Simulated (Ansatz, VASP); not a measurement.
# Two plane-wave programs on WS2

```
CELL_PARAMETERS angstrom
1.57900 0.91164 6.16333
-1.57900 0.91164 6.16333
0.00000 -1.82327 6.16333
ATOMIC_POSITIONS crystal
W 0.00000 0.00000 0.00000
S 0.75030 0.75030 0.75030
S 0.58100 0.58100 0.58100
```

Alike in both runs: task single point; functional r2SCAN; k mesh 7 × 7 × 7; occupations gaussian, width 0.05 eV; collinear spin; Hubbard terms W d U = 2.5 eV, J = 0.5 eV.

|  | VASP | Ansatz |
| --- | --- | --- |
| version | VASP 6.6.1 | Ansatz 0.2.0 |
| potentials or method | VASP PAW PBE potentials, release 64 (W_sv, S), cutoff 550 eV | scalar-relativistic, plane waves, PAW |
| valence electrons in the cell | 26 | 26 |

|  | VASP | Ansatz | Ansatz less VASP |
| --- | --- | --- | --- |
| gap on the k mesh at the Fermi level (eV) | 1.26 | 1.31 | +0.050 |
| least direct gap on the mesh (eV) | 2.47 | 2.52 | +0.054 |
| pressure (GPa) | 4.5 | 2.7 | -1.74 |
| traceless stress, the component that is largest in VASP (GPa) | -0.69 | -0.84 | -0.141 |
| rms of the force components (eV/Å) | 0.268 | 0.255 | -0.0128 |

VASP's potentials were made for PBE, not for r2SCAN. The programs project onto different local orbitals, so the same U acts differently, and such runs can settle in different states. Atom by atom the forces differ by 0.095 eV/Å (rms over components). Ansatz's warnings: seeded moment not kept, specified occupation not kept, stability check not made, symmetry narrowed by occupation matrices.

Spin-orbit coupling is off throughout.
